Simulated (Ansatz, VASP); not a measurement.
## Al in VASP and in Ansatz

INCAR

```
SYSTEM = Al
ALGO = Fast
EDIFF = 1E-7
ENCUT = 520
GGA = PE
ISIF = 2
ISMEAR = 0
IVDW = 12
LASPH = .True.
LCHARG = .False.
LREAL = .False.
LWAVE = .False.
NBANDS = 14
NELM = 60
PREC = Accurate
SIGMA = 0.15
```

Contents of KPOINTS:

```
k-points
0
Gamma
  18 18 4
  0 0 0
```

File POSCAR:

```
Al
1.0
    2.8144222649      0.0000000000      0.0000000000
   -1.4072111325      2.4373611784      0.0000000000
    0.0000000000      0.0000000000      9.2410470711
Al
4
Direct
   -0.1078374073      0.0000000000      0.0000000000
    0.3333333333      0.6666666667      0.2500000000
    0.1078374073      0.0000000000      0.5000000000
    0.6666666667      0.3333333333      0.7500000000
```

Input for Ansatz:

```yaml
crystal:
  lattice:
    - [2.8144222649, 0.0, 0.0]
    - [-1.4072111325, 2.4373611784, 0.0]
    - [0.0, 0.0, 9.2410470711]
  atoms:
    - { symbol: Al, position: [-0.1078374073, 0.0, 0.0] }
    - { symbol: Al, position: [0.3333333333, 0.6666666667, 0.25] }
    - { symbol: Al, position: [0.1078374073, 0.0, 0.5] }
    - { symbol: Al, position: [0.6666666667, 0.3333333333, 0.75] }
basis:
  ecutwfc: 420
kpoints:
  mp_grid: { grid: [18, 18, 4] }
hamiltonian:
  xc: pbe
  pseudopotentials: { kind: paw, azcp: { folder: soft_1 } }
  dispersion: d3bj
scf:
  occupations: { method: gaussian, width: 0.15 }
output:
  forces: true
  stress: true
  eigenvalues: true
```

Change from the starting cell: mode 4 frozen in at -0.303 Å and mode 5 at +0.000 Å (largest displacements).

Alike in both runs: task single point; functional PBE; dispersion D3(BJ); k mesh 18 × 18 × 4; occupations gaussian, width 0.15 eV; no spin polarisation.

|  | VASP | Ansatz |
| --- | --- | --- |
| version | VASP 6.6.1 | Ansatz 0.2.0 |
| potentials or method | VASP PAW PBE potentials, release 64 (Al), cutoff 520 eV | scalar-relativistic, plane waves, PAW |
| valence electrons in the cell | 12 | 12 |

VASP gave:

```
gap on the k mesh at the Fermi level (eV)                     : none
pressure (GPa)                                                : 0.8
traceless stress, the component that is largest in VASP (GPa) : 1.42
rms of the force components (eV/Å)                            : 0.117
```

Task: What did Ansatz give for the same quantities?

Result: gap on the k mesh at the Fermi level (eV): none; pressure (GPa): 0.8; traceless stress, the component that is largest in VASP (GPa): 1.41; rms of the force components (eV/Å): 0.118.

Atom by atom the forces differ by 0.000 eV/Å (rms over components). A gap of «none» marks a metal or a gap that the smearing closes.
